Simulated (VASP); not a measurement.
Runs of VASP 6.6.1 on GaN. The structure is that of space group F-43m (No. 216), or close to it. The cells are those of the table. 

```tsv
task	level	cell	cutoff (eV)	gap on the mesh (eV)	pressure (GPa)	relaxed volume (Å³/atom)
single point	r2SCAN+rVV10	a = 3.174 Å, angles 60.0°, 2 atoms	520	2.17	1.2	-
single point	PBEsol	a = 3.180 Å, angles 60.0°, 2 atoms	520	(b)	-0.2	-
relaxation of cell and atoms	PBEsol	relaxed from a = 2.971 Å, angles 60.0°, 2 atoms	600	(a)	0.1	11.36
relaxation of cell and atoms	r2SCAN+rVV10	relaxed from a = 3.180 Å, angles 60.0°, 2 atoms	600	2.13	0.0	11.36
```

Alike in all rows: potentials or basis VASP PAW PBE potentials, release 64 (Ga_d, N); no spin polarisation; k mesh 8 × 8 × 8; smearing fermi-dirac 0.03 eV.

Task: Fill in the values left out.

Result: (a) 1.73; (b) 1.72.

Caveats: the PAW data sets were made with another functional, which shifts forces and pressure a little; the volume moved by over 15 % at a fixed basis, so the end points are rough (some runs).

A k mesh can miss the band edges, and the runs leave out spin-orbit coupling on Ga.
